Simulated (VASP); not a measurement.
The system is AlRu.

```
CELL_PARAMETERS angstrom
2.99160 0.00000 0.00000
0.00000 2.99160 0.00000
0.00000 0.00000 2.99160
ATOMIC_POSITIONS crystal
Al 0.00000 0.00000 0.00000
Ru 0.50000 0.50000 0.50000
```

Base run:

| Item | Value |
| --- | --- |
| Program | VASP 6.6.1 |
| Functional | PBE |
| Dispersion | D3(BJ) |
| Potentials or basis | VASP PAW PBE potentials, release 64 (Al, Ru_pv) |
| Cutoff | 520 eV |
| k mesh | 12 × 12 × 12 |
| Occupations | fermi-dirac, width 0.05 eV |
| Spin | no spin polarisation |

Its results: pressure -4.0 GPa.

**Question.** The run is repeated on the same cell with these changes: dispersion from D3(BJ) to none. What comes out?

**Answer.** Pressure 2.4 GPa.

Dispersion adds attraction, which lowers the pressure at fixed volume and, as a term added to the energy, leaves the levels alone.

Caveats: pairwise dispersion overbinds metals, which lowers pressure and volume (some runs).
